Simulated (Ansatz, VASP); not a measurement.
## Two plane-wave programs on MgBeS3

```
Mg Be S
1.0
     3.60000    0.00000    0.00000
    -1.80000    3.11769    0.00000
     0.00000    0.00000   16.10000
Mg Be S
2 2 6
Direct
  0.33333 0.66667 0.83400
  0.66667 0.33333 0.16600
  0.33333 0.66667 0.39600
  0.66667 0.33333 0.60400
  0.00000 0.00000 0.06600
  0.00000 0.00000 0.93400
  0.33333 0.66667 0.26400
  0.66667 0.33333 0.73600
  0.00000 0.00000 0.43400
  0.00000 0.00000 0.56600
```

Alike in both runs: task relaxation of cell and atoms; functional PBE; k mesh 5 × 5 × 1; occupations gaussian, width 0.2 eV; no spin polarisation.

|  | VASP | Ansatz |
| --- | --- | --- |
| version | VASP 6.6.1 | Ansatz 0.2.0 |
| potentials or method | VASP PAW PBE potentials, release 64 (Mg_sv, Be, S), cutoff 750 eV | scalar-relativistic, plane waves, PAW |
| valence electrons in the cell | 60 | 60 |

```csv
,VASP,Ansatz,Ansatz less VASP
"gap on the k mesh at the Fermi level, each at its own relaxed structure (eV)",0.24,0.10,-0.144
relaxed volume (Å³/atom),18.23,18.20,-0.024
relaxed length of the cell vector where the two differ most in proportion (Å),14.955,15.043,+0.0882
```
